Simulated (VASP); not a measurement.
BaLiF3, 5 atoms in the cell. It takes space group P4/mmm (No. 123, tetragonal). The conventional cell has a = 3.869 Å, b = 3.869 Å, c = 3.929 Å, α = 90.00°, β = 90.00°, γ = 90.00°. Within 3.6 Å of Ba (site symmetry 4/mmm) lie 12 F at 2.74 to 2.76 Å and 8 Li at 3.37 Å. Within 2.6 Å of Li (site symmetry 4/mmm) lie 6 F at 1.93 to 1.96 Å. Within 2.6 Å of F (site symmetry mmm) lie 2 Li at 1.93 Å. Within 2.6 Å of F (site symmetry 4/mmm) lie 2 Li at 1.96 Å.  This cell differs from its parent crystal: strain -0.030 along x and y, -0.015 along z.

| Item | Value |
| --- | --- |
| Program | VASP 6.6.1 |
| Task | single point |
| Functional | LDA |
| Potentials or basis | VASP PAW LDA potentials, release 64 (Ba_sv, Li_sv, F_h) |
| Cutoff | 1350 eV |
| k mesh | 6 × 6 × 6 |
| Occupations | gaussian, width 0.05 eV |
| Spin | no spin polarisation |
| Dipole correction | no |
| Further INCAR settings | ALGO = Normal; EDIFF = 1e-06; NBANDS = 25 |

Potentials or basis: VASP PAW LDA potentials, release 64 (Ba_sv, Li_sv, F_h).

Launch:

```bash
$ cat potpaw_LDA.64/Ba_sv/POTCAR potpaw_LDA.64/Li_sv/POTCAR potpaw_LDA.64/F_h/POTCAR > POTCAR
$ mpirun -np 1 vasp_std > vasp.out
```

Hardware: 1 thread of AMD EPYC 7R43 64-Core Processor (Zen 3) (shared host).

Q: How long does it take, and how much memory?

A: Run time: 3.8 min on 1 thread of AMD EPYC 7R43 64-Core Processor (Zen 3), on a shared host, peak memory 0.38 GiB. Counts: scf iterations 13, k points 40.
